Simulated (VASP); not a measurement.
# Al2NF3 (R-3m) in VASP: single point with PBE

Aim: the single point of Al2NF3 with PBE.

Program: VASP 6.6.1. These are calculated values, not measurements. Logs are shortened: lines on timing, memory, paths and dates and some standing lists are left out, and cuts for length are marked.

### 1 The cell of the first run

Symmetry: R-3m, No. 166, trigonal system. The conventional cell has a = 4.613 Å, b = 4.613 Å, c = 13.683 Å, α = 90.00°, β = 90.00°, γ = 120.00°. Within 2.4 Å of Al (site symmetry 3m) lie 3 F at 1.79 Å. Within 3.5 Å of N (site symmetry -3m) lie 6 F at 2.64 Å and 8 Al at 2.87 to 3.48 Å. Within 2.4 Å of F (site symmetry 2/m) lie 2 Al at 1.79 Å and 4 F at 2.31 Å.

### 2 Single point, PBE, collinear spin, ferromagnetic start

INCAR

```
SYSTEM = Al2NF3
  PREC = Accurate
  ENCUT = 520
  EDIFF = 1E-6
  ISMEAR = 0
  SIGMA = 0.1
  LREAL = .False.
  LASPH = .True.
  NELM = 150
  ALGO = Normal
  ISIF = 2
  LWAVE = .False.
  LCHARG = .False.
  ISPIN = 2
  MAGMOM = 0 0 1 1 1 1
  LORBIT = 11
  GGA = PE
  NBANDS = 29
```

KPOINTS

```
Automatic mesh
0
Gamma
  6 6 6
  0 0 0
```

POSCAR

```
Al2NF3
1.0
    2.3067086461      1.3317788578      4.5611417773
   -2.3067086461      1.3317788578      4.5611417773
    0.0000000000     -2.6635577155      4.5611417773
Al N F
2 1 3
Direct
    0.7456345773      0.7456345773      0.7456345773
    0.2543654227      0.2543654227      0.2543654227
    0.0000000000      0.0000000000      0.0000000000
    0.0000000000      0.5000000000      0.0000000000
    0.5000000000      0.0000000000      0.0000000000
    0.0000000000      0.0000000000      0.5000000000
```

Potentials or basis: VASP PAW PBE potentials, release 64 (Al, N, F).

Run with:

```sh
> cat potpaw_PBE.64/Al/POTCAR potpaw_PBE.64/N/POTCAR potpaw_PBE.64/F/POTCAR > POTCAR
> mpirun -np 1 vasp_std > vasp.out
```

OUTCAR:

```text
SYSTEM = Al2NF3
   PREC = Accurate
   ENCUT = 520
   EDIFF = 1E-6
   ISMEAR = 0
   LREAL = .False.
   LASPH = .True.
   NELM = 150
   ISIF = 2
   ISPIN = 2
   LORBIT = 11
   GGA = PE

 ion  position               nearest neighbor table
   1  0.746  0.746  0.746-   4 1.79   5 1.79   6 1.79
   2  0.254  0.254  0.254-   4 1.79   5 1.79   6 1.79
   3  0.000  0.000  0.000-
   4  0.000  0.500  0.000-   1 1.79   2 1.79
   5  0.500  0.000  0.000-   1 1.79   2 1.79
   6  0.000  0.000  0.500-   1 1.79   2 1.79

  LATTYP: Found a trigonal (rhomboedric) cell.
 ALAT       =     5.2819081795
 COS(alpha) =     0.6185533648

  Lattice vectors:

 A1 = (   2.3067086461,   1.3317788578,   4.5611417773)
 A2 = (  -2.3067086461,   1.3317788578,   4.5611417773)
 A3 = (   0.0000000000,  -2.6635577155,   4.5611417773)

Analysis of symmetry for initial positions (statically):
=====================================================================
 Subroutine PRICEL returns:
 Original cell was already a primitive cell.

 Routine SETGRP: Setting up the symmetry group for a
 trigonal (rhombohedral) supercell.

 Subroutine GETGRP returns: Found 12 space group operations
 (whereof 12 operations were pure point group operations)
 out of a pool of 12 trial point group operations.

The static configuration has the point symmetry D_3d.

Analysis of symmetry for dynamics (positions and initial velocities):
=====================================================================
 Subroutine PRICEL returns:
 Original cell was already a primitive cell.

 Routine SETGRP: Setting up the symmetry group for a
 trigonal (rhombohedral) supercell.

 Subroutine GETGRP returns: Found 12 space group operations
 (whereof 12 operations were pure point group operations)
 out of a pool of 12 trial point group operations.

The dynamic configuration has the point symmetry D_3d.

Analysis of structural, dynamic, and magnetic symmetry:
=====================================================================
 Subroutine PRICEL returns:
 Original cell was already a primitive cell.

 Routine SETGRP: Setting up the symmetry group for a
 trigonal (rhombohedral) supercell.

 Subroutine GETGRP returns: Found 12 space group operations
 (whereof 12 operations were pure point group operations)
 out of a pool of 12 trial point group operations.

The overall configuration has the point symmetry D_3d.

 Subroutine INISYM returns: Found 12 space group operations
 (whereof 12 operations are pure point group operations),
 and found     1 'primitive' translations

----------------------------------------------------------------------------------------

                                     Primitive cell

  volume of cell :      84.0717

  direct lattice vectors                    reciprocal lattice vectors
     2.306708646  1.331778858  4.561141777     0.216759061  0.125145902  0.073081116
    -2.306708646  1.331778858  4.561141777    -0.216759061  0.125145902  0.073081116
     0.000000000 -2.663557716  4.561141777     0.000000000 -0.250291804  0.073081116

  length of vectors
     5.281908180  5.281908180  5.281908179     0.260742856  0.260742856  0.260742856

  position of ions in fractional coordinates (direct lattice)
     0.745634577  0.745634577  0.745634577
     0.254365423  0.254365423  0.254365423
     0.000000000  0.000000000  0.000000000
     0.000000000  0.500000000  0.000000000
     0.500000000  0.000000000  0.000000000
     0.000000000  0.000000000  0.500000000

  ion indices of the primitive-cell ions
   primitive index   ion index
                 1           1
                 2           2
                 3           3
                 4           4
                 5           5
                 6           6

----------------------------------------------------------------------------------------

 KPOINTS: Automatic mesh

[... 25 lines left out ...]
  0.166667 -0.000000 -0.000000      6.000000
  0.333333 -0.000000 -0.000000      6.000000
  0.500000 -0.000000  0.000000      3.000000
  0.166667  0.166667 -0.000000      6.000000
  0.333333  0.166667  0.000000     12.000000
[... 16 lines left out ...]
  0.500000  0.500000  0.166667      6.000000
 -0.333333  0.500000  0.166667     12.000000
 [... further k-points ...]
   k-points           NKPTS =     32   k-points in BZ     NKDIM =     32   number of bands    NBANDS=     29
   number of dos      NEDOS =    301   number of ions     NIONS =      6
   total plane-waves  NPLWV =  64000
   dimension x,y,z NGX =    40 NGY =   40 NGZ =   40
   dimension x,y,z NGXF=    80 NGYF=   80 NGZF=   80
   ions per type =               2   1   3
   NGX,Y,Z   is equivalent  to a cutoff of  12.59, 12.59, 12.59 a.u.
   NGXF,Y,Z  is equivalent  to a cutoff of  25.18, 25.18, 25.18 a.u.
 SYSTEM =  Al2NF3
   PREC   = accura    normal or accurate (medium, high low for compatibility)
   ISTART =      0    job   : 0-new  1-cont  2-samecut
   ICHARG =      2    charge: 1-file 2-atom 10-const
   ISPIN  =      2    spin polarized calculation?
   LNONCOLLINEAR =      F non collinear calculations
   LSORBIT =      F    spin-orbit coupling
   LASPH  =      T    aspherical Exc in radial PAW
   ENCUT  =  520.0 eV  38.22 Ry    6.18 a.u.   9.82  9.82  9.82*2*pi/ulx,y,z
   NELM   =    150;   NELMIN=  2; NELMDL= -5     # of ELM steps
   EDIFF  = 0.1E-05   stopping-criterion for ELM
   LREAL  =      F    real-space projection
   EDIFFG = 0.1E-04   stopping-criterion for IOM
   NSW    =      0    number of steps for IOM
   IBRION =     -1    ionic relax: 0-MD 1-quasi-New 2-CG
   NFREE  =      0    steps in history (QN), initial steepest desc. (CG)
   ISIF   =      2    stress and relaxation
   ISYM   =      2    0-nonsym 1-usesym 2-fastsym
   POTIM  = 0.5000    time-step for ionic-motion
   TEBEG  =    0.0;   TEEND  =   0.0 temperature during run
   PSTRESS=    0.0 pullay stress
   NELECT =      32.0000    total number of electrons
   NUPDOWN=      -1.0000    fix difference up-down
   EMIN   =  10.00;   EMAX   =-10.00  energy-range for DOS
   EFERMI =   0.00;   METHOD = LEGACY
   ISMEAR =     0;   SIGMA  =   0.10  broadening in eV -4-tet -1-fermi 0-gaus
   EFERMI_NEDOS =   21; number of points for ismear=-14 and -15
   IALGO  =     38    algorithm
   IMIX   =      4    mixing-type and parameters
     AMIX     =   0.40;   BMIX     =  1.00
     AMIX_MAG =   1.60;   BMIX_MAG =  1.00
  volume/ion in A,a.u.               =      14.01        94.56
  Fermi-wavevector in a.u.,A,eV,Ry     =   1.186429  2.242025 19.151734  1.407613
  Thomas-Fermi vector in A             =   2.322601
   LORBIT       =     11    0 simple, 1 ext, 2 COOP (PROOUT), +10 PAW based schemes
   GGA     = PE    functional components
   LHFCALC =     F    Hartree Fock is set to
   AEXX    =    0.0000 exact exchange contribution
   IVDW    =     0    specifies the selected vdW correction
   LEPSILON=     F    determine dielectric tensor
   LRPA    =     F    only Hartree local field effects (RPA)
 spin polarized calculation
 Gauss-broadening in eV      SIGMA  =   0.10
  energy-cutoff  :      520.00
  volume of cell :       84.07
 maximum number of plane-waves:      2314
   NGX = 19   NGY = 19   NGZ = 19

 number of electron      31.9999987 magnetization       1.2000660

 Free energy of the ion-electron system (eV)
  ---------------------------------------------------
  ext. energy  EPLUGINS =         0.00000000
  ---------------------------------------------------
  free energy    TOTEN  =       -28.15072356 eV

  energy without entropy =      -28.14455877  energy(sigma->0) =      -28.14764116

 E-fermi :   3.3982     XC(G=0):  -9.1620

 val. band max:        3.3945576881   @ k =   0.5000   0.5000  -0.0000
 cond. band min:       3.4068474958   @ k =  -0.3333   0.5000   0.3333
 fundamental gap:      0.0122898077
 Fermi energy:         3.3982252227

 spin component 1

 k-point     1 :       0.0000    0.0000    0.0000
  band No.  band energies     occupation
      1     -22.8465      1.00000
      2     -21.3741      1.00000
      3     -21.3741      1.00000
      4      -9.8735      1.00000
      5      -7.6021      1.00000
      6      -4.7838      1.00000
[... 733 lines left out ...]
     27      15.9655      0.00000
     28      16.7630      0.00000

 [... further k-points ...]

 spin component 2

 k-point     1 :       0.0000    0.0000    0.0000
  band No.  band energies     occupation
      1     -22.8096      1.00000
      2     -21.3349      1.00000
      3     -21.3349      1.00000
      4      -8.1679      1.00000
      5      -7.5944      1.00000
      6      -4.7657      1.00000
[... 733 lines left out ...]
     27      15.9918      0.00000
     28      16.8455      0.00000

 [... further k-points ...]

 [bands above 28 left out]

------------------------ aborting loop because EDIFF is reached ----------------------------------------

  FORCE on cell =-STRESS in cart. coord.  units (eV):
  Direction    XX          YY          ZZ          XY          YZ          ZX
  --------------------------------------------------------------------------------------
  -------------------------------------------------------------------------------------
  Total       -0.0028725     -0.0028725      0.0389679      0.0000000      0.0000000      0.0000000
  in kB       -0.0547422     -0.0547422      0.7426212      0.0000000      0.0000000      0.0000000
  external PRESSURE =       0.2110456 kB  Pullay stress =       0.0000000 kB

 VOLUME and BASIS-vectors are now :
 -----------------------------------------------------------------------------
  energy-cutoff  :      520.00
  volume of cell :       84.07
      direct lattice vectors                 reciprocal lattice vectors
     2.306708646  1.331778858  4.561141777     0.216759061  0.125145902  0.073081116
    -2.306708646  1.331778858  4.561141777    -0.216759061  0.125145902  0.073081116
     0.000000000 -2.663557716  4.561141777     0.000000000 -0.250291804  0.073081116

 POSITION                                       TOTAL-FORCE (eV/Angst)
 -----------------------------------------------------------------------------------
      0.00000      0.00000     10.20284         0.000000     -0.000000     -0.029169
      0.00000      0.00000      3.48059         0.000000      0.000000      0.029169
      0.00000      0.00000      0.00000         0.000000     -0.000000      0.000000
     -1.15335      0.66589      2.28057        -0.000000     -0.000000      0.000000
      1.15335      0.66589      2.28057         0.000000     -0.000000      0.000000
      0.00000     -1.33178      2.28057         0.000000     -0.000000      0.000000
 -----------------------------------------------------------------------------------
    total drift:                                0.000000      0.000000     -0.000000

  FREE ENERGIE OF THE ION-ELECTRON SYSTEM (eV)
  ---------------------------------------------------
  free  energy   TOTEN  =       -28.1507235563 eV

  energy  without entropy=      -28.1445587670  energy(sigma->0) =      -28.14764116

 total charge

# of ion       s       p       d       tot
------------------------------------------
    1        0.341   0.290   0.000   0.631
    2        0.341   0.290   0.000   0.631
    3        1.352   1.995   0.000   3.347
    4        1.741   4.459   0.000   6.201
    5        1.741   4.459   0.000   6.201
    6        1.741   4.459   0.000   6.201
--------------------------------------------------
tot          7.258  15.954   0.000  23.212

 magnetization (x)

# of ion       s       p       d       tot
------------------------------------------
    1       -0.005  -0.004   0.000  -0.009
    2       -0.005  -0.004   0.000  -0.009
    3        0.023   0.798   0.000   0.822
    4        0.001   0.020   0.000   0.021
    5        0.001   0.020   0.000   0.021
    6        0.001   0.020   0.000   0.021
--------------------------------------------------
tot          0.017   0.850   0.000   0.868
```

It took 2.9 min on 1 thread of Intel Xeon 6975P-C, shared host; peak memory 0.35 GiB.

Results:

```yaml
Free_energy: -28.1507 eV
Pressure: 0.0 GPa
Largest_force: 0.029 eV/Å
Net_moment: 1.20 μB per cell
Site_moments: Al -0.01; N +0.82; F +0.02 μB
Valence_electrons_inside_the_program's_atomic_spheres: Al 0.63; N 3.35; F 6.20
```

Forces on the atoms (eV/Å):
```
Al   0.000  0.000 -0.029
Al   0.000  0.000  0.029
N    0.000  0.000  0.000
F    0.000  0.000  0.000
F    0.000  0.000  0.000
F    0.000  0.000  0.000
```

Stress tensor (GPa, compression positive):
```
-0.01  0.00  0.00
 0.00 -0.01  0.00
 0.00  0.00  0.07
```
